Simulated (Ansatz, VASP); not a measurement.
# Two plane-wave programs on HfBi3O

```
Hf Bi O
1.0
     3.63241    0.00000    0.00000
     0.00000    3.63241    0.00000
     0.00000    0.00000   19.80470
Hf Bi O
2 6 2
Direct
  0.00000 0.50000 0.94044
  0.50000 0.00000 0.05956
  0.50000 0.00000 0.57108
  0.50000 0.00000 0.83672
  0.00000 0.50000 0.67190
  0.00000 0.50000 0.42892
  0.00000 0.50000 0.16328
  0.50000 0.00000 0.32810
  0.50000 0.50000 0.00000
  0.00000 0.00000 0.00000
```

Alike in both runs: functional PBE; k mesh 8 × 8 × 2; occupations gaussian, width 0.1 eV; no spin polarisation.

Ansatz relaxed the structure, and its values are those at the end. VASP's run is a single point on that final structure, the one shown.

|  | VASP | Ansatz |
| --- | --- | --- |
| version | VASP 6.6.1 | Ansatz 0.2.0 |
| potentials or method | VASP PAW PBE potentials, release 64 (Hf_pv, Bi_d, O), cutoff 520 eV | scalar-relativistic, plane waves, PAW |
| valence electrons in the cell | 122 | 154 |

|  | VASP | Ansatz | Ansatz less VASP |
| --- | --- | --- | --- |
| gap on the k mesh at the Fermi level (eV) | none | none | - |
| pressure (GPa) | -0.6 | 0.0 | +0.56 |
| rms of the force components (eV/Å) | 0.068 | 0.002 | -0.0663 |

A gap of «none» marks a metal or a gap that the smearing closes. With one functional, cell and mesh, what is left measures potentials, basis and numerics. VASP's potentials hold 122 valence electrons a cell and Ansatz's 154, so a difference there can come from the potentials and not from the codes.

Spin-orbit coupling is off throughout.
